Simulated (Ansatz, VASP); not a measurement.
## Two plane-wave programs on Co

```
Co
1.0
     2.47095    0.00000    0.00000
    -1.23548    2.13991    0.00000
     0.00000    0.00000    3.99186
Co
2
Direct
  0.33333 0.66667 0.25000
  0.66667 0.33333 0.75000
```

Alike in both runs: functional PBE; dispersion D3(BJ); k mesh 12 × 12 × 7; occupations fermi-dirac, width 0.1 eV; collinear spin.

Ansatz relaxed the structure, and its values are those at the end. VASP's run is a single point on that final structure, the one shown.

|  | VASP | Ansatz |
| --- | --- | --- |
| version | VASP 6.6.1 | Ansatz 0.2.0 |
| potentials or method | VASP PAW PBE potentials, release 64 (Co) | plane waves, PAW |
| plane-wave cutoff (eV) | 520 | 420 |
| valence electrons in the cell | 18 | 34 |

|  | VASP | Ansatz | Ansatz less VASP |
| --- | --- | --- | --- |
| pressure (GPa) | -0.9 | 0.0 | +0.86 |
| net moment per atom (μB) | 1.58 | 1.59 | +0.007 |
| size of the moment on the site where the two differ most (μB) | 1.59 | 1.66 | +0.065 |

Site moments also hang on the region over which each program counts them. VASP's potentials hold 18 valence electrons a cell and Ansatz's 34, so a difference there can come from the potentials and not from the codes.
